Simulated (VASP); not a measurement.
Here is a VASP 6.6.1 calculation.

INCAR

```
SYSTEM = AlN
  ALGO = Normal
  EDIFF = 1E-8
  ENCUT = 520
  IBRION = 6
  ISIF = 2
  ISMEAR = 0
  LASPH = .True.
  LCHARG = .False.
  LMIXTAU = .True.
  LREAL = .False.
  LWAVE = .False.
  METAGGA = R2SCAN
  NELM = 80
  NFREE = 2
  NSW = 1
  POTIM = 0.015
  PREC = Accurate
  SIGMA = 0.01
```

KPOINTS

```
k-points
0
Gamma
  8 8 4
  0 0 0
```

The input POSCAR:

```
AlN
1.0
    3.0976320730      0.0000000000      0.0000000000
   -1.5488160365      2.6826280668      0.0000000000
    0.0000000000      0.0000000000      4.9609329061
Al N
2 2
Direct
    0.3333333333      0.6666666667     -0.0008828270
    0.6666666667      0.3333333333      0.4991171730
    0.3333333333      0.6666666667      0.3808828270
    0.6666666667      0.3333333333      0.8808828270
```

Potentials or basis: VASP PAW PBE potentials, release 64 (Al, N).

The run is started by

```console
$ cat potpaw_PBE.64/Al/POTCAR potpaw_PBE.64/N/POTCAR > POTCAR
$ mpirun -np 1 vasp_std > vasp.out
```

(1) What does it give for the highest phonon frequency at Γ, LO-TO splitting left out?

Results:

(1) 749 cm⁻¹.

Caveat: the cell stands under pressure or tension, which shifts response properties.
